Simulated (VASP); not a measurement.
# InO in VASP: notebook, part 2 of 2

VASP 6.6.1. The steps go on from the part before.

### Step 3. Single point, r2SCAN

This run uses another cell than the first one, of the same volume but with other edges.

File POSCAR:

```
InO
1.0
    3.1644093112      0.0000000000      0.0000000000
   -1.5822046556      2.7404588514      0.0000000000
    0.0000000000      0.0000000000     18.9118238907
In O
2 2
Direct
    0.6666666667      0.3333333333      0.5900210000
    0.6666666667      0.3333333333      0.4099790000
    0.0000000000      0.0000000000      0.6398670000
    0.0000000000      0.0000000000      0.3601330000
```

File INCAR.step1:

```
PREC = Accurate ; ENCUT = 520
ISMEAR = 0 ; SIGMA = 0.05
LREAL = False ; LASPH = True
NELM = 60 ; NBANDS = 27
GGA = PE ; ALGO = Normal
EDIFF = 1E-4 ; LWAVE = True
LCHARG = False
```

File INCAR.step2:

```
PREC = Accurate ; ENCUT = 520
EDIFF = 1E-7 ; ISMEAR = 0
SIGMA = 0.05 ; LREAL = False
LASPH = True ; NELM = 60
ALGO = Normal ; ISIF = 2
LWAVE = False ; LCHARG = False
METAGGA = R2SCAN ; LMIXTAU = True
NBANDS = 27 ; ISTART = 1
```

File KPOINTS:

```
Automatic mesh
0
Gamma
  12 12 2
```

Potentials or basis: VASP PAW PBE potentials, release 64 (In_d, O).

On the command line:

```bash
$ cat potpaw_PBE.64/In_d/POTCAR potpaw_PBE.64/O/POTCAR > POTCAR
$ cp INCAR.step1 INCAR
$ mpirun -np 1 vasp_std > vasp.out
$ cp INCAR.step2 INCAR
$ mpirun -np 1 vasp_std > vasp.out
```

OUTCAR:

```text
PREC = Accurate
   ENCUT = 520
   EDIFF = 1E-7
   ISMEAR = 0
   LREAL = False
   LASPH = True
   NELM = 60
   ISIF = 2
   METAGGA = R2SCAN
   ISTART = 1

 ion  position               nearest neighbor table
   1  0.667  0.333  0.590-   3 2.06   3 2.06   3 2.06   2 3.40
   2  0.667  0.333  0.410-   4 2.06   4 2.06   4 2.06   1 3.40
   3  0.000  0.000  0.640-   1 2.06   1 2.06   1 2.06
   4  0.000  0.000  0.360-   2 2.06   2 2.06   2 2.06

  LATTYP: Found a hexagonal cell.
 ALAT       =     3.1644093112
 C/A-ratio  =     5.9764151950

  Lattice vectors:

 A1 = (   3.1644093112,   0.0000000000,   0.0000000000)
 A2 = (  -1.5822046556,   2.7404588514,   0.0000000000)
 A3 = (   0.0000000000,   0.0000000000,  18.9118238907)

Analysis of symmetry for initial positions (statically):
=====================================================================
 Subroutine PRICEL returns:
 Original cell was already a primitive cell.

 Routine SETGRP: Setting up the symmetry group for a
 hexagonal supercell.
[... 163 lines left out ...]

 Free energy of the ion-electron system (eV)
  ---------------------------------------------------
  ext. energy  EPLUGINS =         0.00000000
  ---------------------------------------------------
  free energy    TOTEN  =       -60.97736640 eV

  energy without entropy =      -60.97506699  energy(sigma->0) =      -60.97621670

 E-fermi :  -1.5327     XC(G=0):  -4.7536

 val. band max:       -1.5401343014   @ k =   0.3333   0.2500   0.0000
 cond. band min:      -1.3783449731   @ k =   0.0833   0.0833   0.0000
 fundamental gap:      0.1617893284
 Fermi energy:        -1.5326984009

 k-point     1 :       0.0000    0.0000    0.0000
  band No.  band energies     occupation
      1     -21.8142      2.00000
      2     -21.8091      2.00000
      3     -16.4660      2.00000
      4     -16.4660      2.00000
      5     -16.4580      2.00000
      6     -16.4580      2.00000
[... 709 lines left out ...]
     26       7.7111      0.00000
     27       8.6150      0.00000

 [... further k-points ...]
[... 5 lines left out ...]
  --------------------------------------------------------------------------------------
  -------------------------------------------------------------------------------------
  Total        8.4170304      8.4170304     -3.8435728     -0.0000000      0.0000000      0.0000000
  in kB       82.2280753     82.2280753    -37.5488242     -0.0000000      0.0000000      0.0000000
  external PRESSURE =      42.3024421 kB  Pullay stress =       0.0000000 kB

 VOLUME and BASIS-vectors are now :
 -----------------------------------------------------------------------------
  energy-cutoff  :      520.00
  volume of cell :      164.00
      direct lattice vectors                 reciprocal lattice vectors
     3.164409311  0.000000000  0.000000000     0.316014745  0.182451198  0.000000000
    -1.582204656  2.740458851  0.000000000     0.000000000  0.364902396  0.000000000
     0.000000000  0.000000000 18.911823891     0.000000000  0.000000000  0.052876973

 POSITION                                       TOTAL-FORCE (eV/Angst)
 -----------------------------------------------------------------------------------
      1.58220      0.91349     11.15837         0.000000     -0.000000     -1.179024
      1.58220      0.91349      7.75345         0.000000     -0.000000      1.179024
      0.00000      0.00000     12.10105        -0.000000      0.000000      0.042944
      0.00000      0.00000      6.81077        -0.000000      0.000000     -0.042944
 -----------------------------------------------------------------------------------
    total drift:                               -0.000018      0.000010      0.000000

  FREE ENERGIE OF THE ION-ELECTRON SYSTEM (eV)
  ---------------------------------------------------
  free  energy   TOTEN  =       -60.9773663990 eV

  energy  without entropy=      -60.9750669944  energy(sigma->0) =      -60.97621670
```

OSZICAR.step1:

```text
N       E                     dE             d eps       ncg     rms          rms(c)
DAV:   1     0.405518407715E+03    0.40552E+03   -0.18035E+04  2068   0.142E+03
DAV:   2     0.402964718794E+02   -0.36522E+03   -0.35171E+03  2347   0.379E+02
DAV:   3    -0.195208182191E+02   -0.59817E+02   -0.59041E+02  2474   0.174E+02
DAV:   4    -0.223587287696E+02   -0.28379E+01   -0.28233E+01  2470   0.448E+01
DAV:   5    -0.224606912266E+02   -0.10196E+00   -0.10179E+00  2639   0.782E+00    0.153E+01
DAV:   6    -0.184385156638E+02    0.40222E+01   -0.18277E+01  3201   0.557E+01    0.149E+01
DAV:   7    -0.183213829472E+02    0.11713E+00   -0.23999E+00  2542   0.120E+01    0.423E+00
DAV:   8    -0.182691941307E+02    0.52189E-01   -0.42428E-01  3105   0.461E+00    0.174E+00
DAV:   9    -0.182587742021E+02    0.10420E-01   -0.51529E-02  3171   0.296E+00    0.732E-01
DAV:  10    -0.182535855816E+02    0.51886E-02   -0.27750E-02  3273   0.178E+00    0.293E-01
DAV:  11    -0.182534286712E+02    0.15691E-03   -0.33126E-03  2672   0.553E-01    0.225E-01
DAV:  12    -0.182534547613E+02   -0.26090E-04   -0.74505E-04  2412   0.163E-01
   1 F= -.18253455E+02 E0= -.18251775E+02  d E =-.335956E-02
```

Wall time 5.3 min (1 thread of Intel Xeon 6975P-C (Granite Rapids), shared host); peak memory 0.39 GiB.

Results:

| Property | Result |
| --- | --- |
| Free energy | -60.9774 eV |
| Largest force | 1.179 eV/Å |
| Band gap on the k mesh | zero (band 19 reaches -1.25 eV, above the bottom of band 20 at -1.96 eV) |

Forces on the atoms (eV/Å):
```
In   0.000  0.000 -1.179
In   0.000  0.000  1.179
O    0.000  0.000  0.043
O    0.000  0.000 -0.043
```

Levels at points of the mesh, in eV from the Fermi level:
| k point | band 15 | band 16 | band 17 | band 18 | band 19 | band 20 | band 21 | band 22 | band 23 | band 24 |
| --- | --- | --- | --- | --- | --- | --- | --- | --- | --- | --- |
| (0.00, 0.00, 0.00) | -2.40 | -2.40 | -2.39 | -2.39 | -1.96 | -0.43 | 3.32 | 5.85 | 6.56 | 7.19 |
| (0.50, 0.00, 0.00) | -3.79 | -3.54 | -3.35 | -3.32 | -0.55 | 1.99 | 3.07 | 4.21 | 8.17 | 9.69 |
| (0.00, 0.00, 0.50) | -2.40 | -2.40 | -2.39 | -2.39 | -1.96 | -0.43 | 3.32 | 5.83 | 6.73 | 6.90 |
| (0.50, 0.00, 0.50) | -3.79 | -3.54 | -3.35 | -3.32 | -0.55 | 1.99 | 3.07 | 4.21 | 8.17 | 9.69 |

Caveat: the PAW data sets were made with another functional, which shifts forces and pressure a little; spin-orbit coupling is left out, which moves the levels of the heavy elements.
